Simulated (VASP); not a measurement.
A run of VASP 6.6.1 is set up as follows.

The input INCAR:

```
SYSTEM = B2AsN
PREC = Accurate ; ENCUT = 520
EDIFF = 1E-7 ; ISMEAR = -1
SIGMA = 0.02 ; LREAL = .FALSE.
LASPH = .TRUE. ; NELM = 100
ALGO = Normal ; ISIF = 2
LWAVE = .FALSE. ; LCHARG = .FALSE.
GGA = PE ; NBANDS = 16
```

File KPOINTS:

```
regular mesh
0
G
  8 8 6
  0 0 0
```

The input POSCAR:

```
B2AsN
1.0
    2.9655412835      0.0000000000      0.0000000000
    0.0000000000      2.9655412835      0.0000000000
    0.0000000000      0.0000000000      4.2551502852
N B As
1 2 1
Direct
    0.0000000000      0.0000000000      0.0000000000
    0.0000000000      0.5000000000      0.8031805781
    0.5000000000      0.0000000000      0.1968194219
    0.5000000000      0.5000000000      0.5000000000
```

Potentials or basis: VASP PAW PBE potentials, release 64 (N, B, As).

Command:

```console
$ cat potpaw_PBE.64/N/POTCAR potpaw_PBE.64/B/POTCAR potpaw_PBE.64/As/POTCAR > POTCAR
$ mpirun -np 1 vasp_std > vasp.out
```

(1) Estimate the band gap on the k mesh.

(2) Predict the largest force.

(3) Estimate the pressure.

Results:

(1) zero (filled and empty bands touch).

(2) 0.276 eV/Å.

(3) 7.5 GPa.
